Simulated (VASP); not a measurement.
# PtSe2 (P-3m1) in VASP: notebook, part 2 of 2

VASP 6.6.1.

**3. Single point, PBEsol**

This run uses another cell than the first one, of 21.14 Å³/atom, 1.110 times its volume.

INCAR

```
SYSTEM = PtSe2
  ALGO = Normal
  EDIFF = 1E-6
  ENCUT = 520
  GGA = PS
  ISIF = 2
  ISMEAR = 0
  LASPH = .True.
  LCHARG = .False.
  LREAL = .False.
  LWAVE = .False.
  NBANDS = 18
  NELM = 100
  PREC = Accurate
  SIGMA = 0.1
```

KPOINTS

```
k-points
0
Gamma
  12 12 7
  0 0 0
```

POSCAR

```
PtSe2
1.0
    3.5713266578      0.0000000000      0.0000000000
   -1.7856633289      3.0928596108      0.0000000000
    0.0000000000      0.0000000000      5.7424383522
Pt Se
1 2
Direct
    0.0000000000      0.0000000000      0.0000000000
    0.3333333333      0.6666666667      0.2396492107
    0.6666666667      0.3333333333      0.7603507893
```

Potentials or basis: VASP PAW PBE potentials, release 64 (Pt, Se).

Run with:

```console
$ cat potpaw_PBE.64/Pt/POTCAR potpaw_PBE.64/Se/POTCAR > POTCAR
$ mpirun -np 1 vasp_std > vasp.out
```

OUTCAR:

```text
SYSTEM = PtSe2
   EDIFF = 1E-6
   ENCUT = 520
   GGA = PS
   ISIF = 2
   ISMEAR = 0
   LASPH = .True.
   LREAL = .False.
   NELM = 100
   PREC = Accurate

 ion  position               nearest neighbor table
   1  0.000  0.000  0.000-   2 2.48   3 2.48   2 2.48   3 2.48   3 2.48   2 2.48
   2  0.333  0.667  0.240-   1 2.48   1 2.48   1 2.48
   3  0.667  0.333  0.760-   1 2.48   1 2.48   1 2.48

  LATTYP: Found a hexagonal cell.
 ALAT       =     3.5713266578
 C/A-ratio  =     1.6079286222

  Lattice vectors:

 A1 = (   3.5713266578,   0.0000000000,   0.0000000000)
 A2 = (  -1.7856633289,   3.0928596108,   0.0000000000)
 A3 = (   0.0000000000,   0.0000000000,   5.7424383522)

Analysis of symmetry for initial positions (statically):
=====================================================================
 Subroutine PRICEL returns:
 Original cell was already a primitive cell.

 Routine SETGRP: Setting up the symmetry group for a
 hexagonal supercell.

 Subroutine GETGRP returns: Found 12 space group operations
 (whereof 12 operations were pure point group operations)
 out of a pool of 24 trial point group operations.

The static configuration has the point symmetry D_3d.

Analysis of symmetry for dynamics (positions and initial velocities):
=====================================================================
 Subroutine PRICEL returns:
 Original cell was already a primitive cell.

 Routine SETGRP: Setting up the symmetry group for a
 hexagonal supercell.

 Subroutine GETGRP returns: Found 12 space group operations
 (whereof 12 operations were pure point group operations)
 out of a pool of 24 trial point group operations.

The dynamic configuration has the point symmetry D_3d.

 Subroutine INISYM returns: Found 12 space group operations
 (whereof 12 operations are pure point group operations),
 and found     1 'primitive' translations

----------------------------------------------------------------------------------------

                                     Primitive cell

  volume of cell :      63.4287

  direct lattice vectors                    reciprocal lattice vectors
     3.571326658  0.000000000  0.000000000     0.280007990  0.161662689  0.000000000
    -1.785663329  3.092859611  0.000000000     0.000000000  0.323325377  0.000000000
     0.000000000  0.000000000  5.742438352     0.000000000  0.000000000  0.174142052

  length of vectors
     3.571326658  3.571326658  5.742438352     0.323325377  0.323325377  0.174142052

  position of ions in fractional coordinates (direct lattice)
     0.000000000  0.000000000  0.000000000
     0.333333333  0.666666667  0.239649211
     0.666666667  0.333333333  0.760350789

  ion indices of the primitive-cell ions
   primitive index   ion index
                 1           1
                 2           2
                 3           3

----------------------------------------------------------------------------------------

 KPOINTS: k-points

Automatic generation of k-mesh.
 Grid dimensions read from file:
 generate k-points for:   12   12    7

 Generating k-lattice:

  Cartesian coordinates                     Fractional coordinates (reciprocal lattice)
     0.023333999  0.013471891  0.000000000     0.083333333  0.000000000  0.000000000
     0.000000000  0.026943781  0.000000000     0.000000000  0.083333333  0.000000000
     0.000000000  0.000000000  0.024877436     0.000000000  0.000000000  0.142857143

  Length of vectors
     0.026943781  0.026943781  0.024877436

  Shift w.r.t. Gamma in fractional coordinates (k-lattice)
     0.000000000  0.000000000  0.000000000

 Subroutine IBZKPT returns following result:
 ===========================================

 Found    112 irreducible k-points:

 Following reciprocal coordinates:
            Coordinates               Weight
  0.000000  0.000000  0.000000      1.000000
  0.083333  0.000000  0.000000      6.000000
  0.166667  0.000000  0.000000      6.000000
  0.250000  0.000000  0.000000      6.000000
  0.333333 -0.000000  0.000000      6.000000
  0.416667 -0.000000  0.000000      6.000000
[... 16 lines left out ...]
  0.166667  0.000000  0.142857      6.000000
  0.000000  0.166667  0.142857      6.000000
 [... further k-points ...]
   k-points           NKPTS =    112   k-points in BZ     NKDIM =    112   number of bands    NBANDS=     18
   number of dos      NEDOS =    301   number of ions     NIONS =      3
   total plane-waves  NPLWV =  37632
   dimension x,y,z NGX =    28 NGY =   28 NGZ =   48
   dimension x,y,z NGXF=    56 NGYF=   56 NGZF=   96
   ions per type =               1   2
   NGX,Y,Z   is equivalent  to a cutoff of  13.03, 13.03, 13.90 a.u.
   NGXF,Y,Z  is equivalent  to a cutoff of  26.07, 26.07, 27.79 a.u.
 SYSTEM =  PtSe2
   PREC   = accura    normal or accurate (medium, high low for compatibility)
   ISTART =      0    job   : 0-new  1-cont  2-samecut
   ICHARG =      2    charge: 1-file 2-atom 10-const
   ISPIN  =      1    spin polarized calculation?
   LNONCOLLINEAR =      F non collinear calculations
   LSORBIT =      F    spin-orbit coupling
   LASPH  =      T    aspherical Exc in radial PAW
   ENCUT  =  520.0 eV  38.22 Ry    6.18 a.u.   6.64  6.64 10.68*2*pi/ulx,y,z
   NELM   =    100;   NELMIN=  2; NELMDL= -5     # of ELM steps
   EDIFF  = 0.1E-05   stopping-criterion for ELM
   LREAL  =      F    real-space projection
   EDIFFG = 0.1E-04   stopping-criterion for IOM
   NSW    =      0    number of steps for IOM
   IBRION =     -1    ionic relax: 0-MD 1-quasi-New 2-CG
   NFREE  =      0    steps in history (QN), initial steepest desc. (CG)
   ISIF   =      2    stress and relaxation
   ISYM   =      2    0-nonsym 1-usesym 2-fastsym
   POTIM  = 0.5000    time-step for ionic-motion
   TEBEG  =    0.0;   TEEND  =   0.0 temperature during run
   PSTRESS=    0.0 pullay stress
   NELECT =      22.0000    total number of electrons
   NUPDOWN=      -1.0000    fix difference up-down
   EMIN   =  10.00;   EMAX   =-10.00  energy-range for DOS
   EFERMI =   0.00;   METHOD = LEGACY
   ISMEAR =     0;   SIGMA  =   0.10  broadening in eV -4-tet -1-fermi 0-gaus
   EFERMI_NEDOS =   21; number of points for ismear=-14 and -15
   IALGO  =     38    algorithm
   IMIX   =      4    mixing-type and parameters
     AMIX     =   0.40;   BMIX     =  1.00
     AMIX_MAG =   1.60;   BMIX_MAG =  1.00
  volume/ion in A,a.u.               =      21.14       142.68
  Fermi-wavevector in a.u.,A,eV,Ry     =   1.150236  2.173631 18.001096  1.323043
  Thomas-Fermi vector in A             =   2.286901
   LORBIT       =      0    0 simple, 1 ext, 2 COOP (PROOUT), +10 PAW based schemes
   GGA     = PS    functional components
   LHFCALC =     F    Hartree Fock is set to
   AEXX    =    0.0000 exact exchange contribution
   IVDW    =     0    specifies the selected vdW correction
   LEPSILON=     F    determine dielectric tensor
   LRPA    =     F    only Hartree local field effects (RPA)
 non-spin polarized calculation
 Gauss-broadening in eV      SIGMA  =   0.10
  energy-cutoff  :      520.00
  volume of cell :       63.43
 maximum number of plane-waves:      1737
 NGX is ok and might be reduce to    28
   NGX = 13   NGY = 13   NGZ = 21

 number of electron      21.9999998 magnetization

 Free energy of the ion-electron system (eV)
  ---------------------------------------------------
  ext. energy  EPLUGINS =         0.00000000
  ---------------------------------------------------
  free energy    TOTEN  =       -15.73248869 eV

  energy without entropy =      -15.73246441  energy(sigma->0) =      -15.73247655

 E-fermi :   5.7258     XC(G=0): -10.4954

 val. band max:        5.5244025087   @ k =   0.0833   0.0000   0.0000
 cond. band min:       5.9181079359   @ k =   0.0000   0.2500   0.2857
 fundamental gap:      0.3937054272
 Fermi energy:         5.7258210166

 k-point     1 :       0.0000    0.0000    0.0000
  band No.  band energies     occupation
      1      -9.6612      2.00000
      2      -7.4989      2.00000
      3      -1.3507      2.00000
      4      -0.3371      2.00000
      5      -0.3371      2.00000
      6       1.8445      2.00000
[... 10 lines left out ...]
     17      13.7301      0.00000
     18      17.0265      0.00000
[... 466 lines left out ...]
      2      -7.5833      2.00000
      3      -0.9280      2.00000
      4      -0.2467      2.00000
      5      -0.1827      2.00000
      6       1.2737      2.00000
[... 10 lines left out ...]
     17      14.3968      0.00000
     18      15.0270      0.00000

 [... further k-points ...]

------------------------ aborting loop because EDIFF is reached ----------------------------------------

  FORCE on cell =-STRESS in cart. coord.  units (eV):
  Direction    XX          YY          ZZ          XY          YZ          ZX
  --------------------------------------------------------------------------------------
  -------------------------------------------------------------------------------------
  Total        2.9305666      2.9305666      0.0384270     -0.0000000      0.0000000      0.0000000
  in kB       74.0245975     74.0245975      0.9706468     -0.0000000      0.0000000      0.0000000
  external PRESSURE =      49.6732806 kB  Pullay stress =       0.0000000 kB

 VOLUME and BASIS-vectors are now :
 -----------------------------------------------------------------------------
  energy-cutoff  :      520.00
  volume of cell :       63.43
      direct lattice vectors                 reciprocal lattice vectors
     3.571326658  0.000000000  0.000000000     0.280007990  0.161662689  0.000000000
    -1.785663329  3.092859611  0.000000000     0.000000000  0.323325377  0.000000000
     0.000000000  0.000000000  5.742438352     0.000000000  0.000000000  0.174142052

 POSITION                                       TOTAL-FORCE (eV/Angst)
 -----------------------------------------------------------------------------------
      0.00000      0.00000      0.00000        -0.000000      0.000000      0.000000
     -0.00000      2.06191      1.37617        -0.000000      0.000000      0.016409
      1.78566      1.03095      4.36627         0.000000     -0.000000     -0.016409
 -----------------------------------------------------------------------------------
    total drift:                                0.000000     -0.000000     -0.000000

  FREE ENERGIE OF THE ION-ELECTRON SYSTEM (eV)
  ---------------------------------------------------
  free  energy   TOTEN  =       -15.7324886851 eV

  energy  without entropy=      -15.7324644109  energy(sigma->0) =      -15.73247655
```

OSZICAR:

```text
N       E                     dE             d eps       ncg     rms          rms(c)
DAV:   1     0.111047261123E+03    0.11105E+03   -0.10015E+04  4064   0.107E+03
DAV:   2    -0.113619691356E+02   -0.12241E+03   -0.11820E+03  4968   0.211E+02
DAV:   3    -0.165922298167E+02   -0.52303E+01   -0.51869E+01  4990   0.439E+01
DAV:   4    -0.166333738405E+02   -0.41144E-01   -0.41128E-01  4984   0.419E+00
DAV:   5    -0.166338411572E+02   -0.46732E-03   -0.46730E-03  4878   0.432E-01    0.143E+01
DAV:   6    -0.159329817901E+02    0.70086E+00   -0.36834E+00  4172   0.187E+01    0.760E+00
DAV:   7    -0.157633454039E+02    0.16964E+00   -0.73101E-01  4120   0.876E+00    0.400E+00
DAV:   8    -0.157346313614E+02    0.28714E-01   -0.48465E-02  4616   0.179E+00    0.758E-01
DAV:   9    -0.157324010194E+02    0.22303E-02   -0.72441E-03  4406   0.815E-01    0.168E-01
DAV:  10    -0.157324964256E+02   -0.95406E-04   -0.12800E-03  4804   0.259E-01    0.555E-02
DAV:  11    -0.157324851224E+02    0.11303E-04   -0.98566E-05  4614   0.811E-02    0.349E-02
DAV:  12    -0.157324884275E+02   -0.33051E-05   -0.82526E-06  4576   0.197E-02    0.921E-03
DAV:  13    -0.157324886851E+02   -0.25759E-06   -0.24446E-06  4520   0.124E-02
   1 F= -.15732489E+02 E0= -.15732477E+02  d E =-.242742E-04
```

stdout:

```text
POSCAR found type information on POSCAR PtSe
 POSCAR found :  2 types and       3 ions
 scaLAPACK will be used
 -----------------------------------------------------------------------------
|                                                                             |
|                                                                             |
|     You enforced a specific xc type in the INCAR file but a different       |
|     I HOPE YOU KNOW WHAT YOU ARE DOING!                                     |
|                                                                             |
 -----------------------------------------------------------------------------

 LDA part: xc-table for (Slater+PW92), standard interpolation
 POSCAR, INCAR and KPOINTS ok, starting setup
 FFT: planning ... GRIDC
 FFT: planning ... GRID_SOFT
 FFT: planning ... GRID
 WAVECAR not read
 entering main loop
```

It took 40 s on 1 thread of Intel Xeon 6975P-C (Granite Rapids), shared host; peak memory 0.28 GiB.

Results:

| Property | Result |
| --- | --- |
| Free energy | -15.7325 eV |
| Pressure | 5.0 GPa |
| Largest force | 0.016 eV/Å |
| Band gap on the k mesh | 0.39 eV, indirect (least direct gap 0.59 eV) |

Forces in eV/Å, atoms in the order of the input:
```
Pt   0.000  0.000  0.000
Se   0.000  0.000  0.016
Se   0.000  0.000 -0.016
```

Stress tensor (GPa, compression positive):
```
7.40 0.00 0.00
0.00 7.40 0.00
0.00 0.00 0.10
```

Caveat: the PAW data sets were made with another functional, which shifts forces and pressure a little; spin-orbit coupling is left out, which moves the levels of the heavy elements; this functional lacks dispersion, which binds the layers, so the pressure and a relaxed spacing across them are unreliable.
